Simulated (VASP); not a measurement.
A run of VASP 6.6.1 is set up as follows.

File INCAR:

```
SYSTEM = CrSbC3
ALGO = Normal
EDIFF = 1E-6
ENCUT = 520
GGA = PE
ISIF = 2
ISMEAR = 0
LASPH = .TRUE.
LCHARG = .FALSE.
LREAL = .FALSE.
LWAVE = .FALSE.
NBANDS = 22
NELM = 80
PREC = Accurate
SIGMA = 0.1
```

File KPOINTS:

```
k-points
0
G
  4 4 4
  0 0 0
```

The input POSCAR:

```
CrSbC3
1.0
    4.0306109292      0.0000000000      0.0000000000
    0.0000000000      4.0306109292      0.0000000000
    0.0000000000      0.0000000000      3.8461510192
Cr Sb C
1 1 3
Direct
    0.5000000000      0.5000000000      0.4472604607
    0.0000000000      0.0000000000      0.1588028250
    0.5000000000      0.5000000000      0.9351451348
    0.0000000000      0.5000000000      0.4593957897
    0.5000000000      0.0000000000      0.4593957897
```

Potentials or basis: VASP PAW PBE potentials, release 64 (Cr_pv, Sb, C).

Command:

```sh
$ cat potpaw_PBE.64/Cr_pv/POTCAR potpaw_PBE.64/Sb/POTCAR potpaw_PBE.64/C/POTCAR > POTCAR
$ mpirun -np 1 vasp_std > vasp.out
```

(1) Estimate the largest force.

(2) What does it give for the band gap on the k mesh?

(3) What does it give for the pressure?

## Answers

(1) 0.061 eV/Å.

(2) zero (an odd number of electrons rules out a gap without spin polarisation).

(3) 0.1 GPa.

Caveat: the k points lie up to 0.41 Å⁻¹ apart, too coarse for converged energies and pressures of a metal; spin-orbit coupling is left out, which moves the levels of the heavy elements; the run has no spin polarisation, though such a crystal can be magnetic.
